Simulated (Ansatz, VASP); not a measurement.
# Two plane-wave programs on Cu

```
Cu
1.0
     0.00000    1.80748    1.80748
     1.80748    0.00000    1.80748
     1.80748    1.80748    0.00000
Cu
1
Direct
  0.00000 0.00000 0.00000
```

Alike in both runs: task relaxation of cell and atoms; functional BLYP; k mesh 15 × 15 × 15; occupations fermi-dirac, width 0.1 eV; no spin polarisation.

```csv
,VASP,Ansatz
version,VASP 6.6.1,Ansatz 0.2.0
potentials or method,"VASP PAW PBE potentials, release 64 (Cu), cutoff 600 eV","plane waves (420 eV) with PAW, scalar-relativistic"
valence electrons in the cell,11,19
```

Ansatz gave:

```
relaxed volume (Å³/atom)                                     : 12.68
relaxed cell length with the largest relative difference (Å) : 2.618
```

Task: What did VASP give for the same quantities?

Result: Relaxed volume (Å³/atom): 12.76; relaxed cell length with the largest relative difference (Å): 2.623.

VASP's potentials were made for PBE, not for BLYP. VASP's potentials hold 11 valence electrons a cell and Ansatz's 19, so a difference there can come from the potentials and not from the codes.
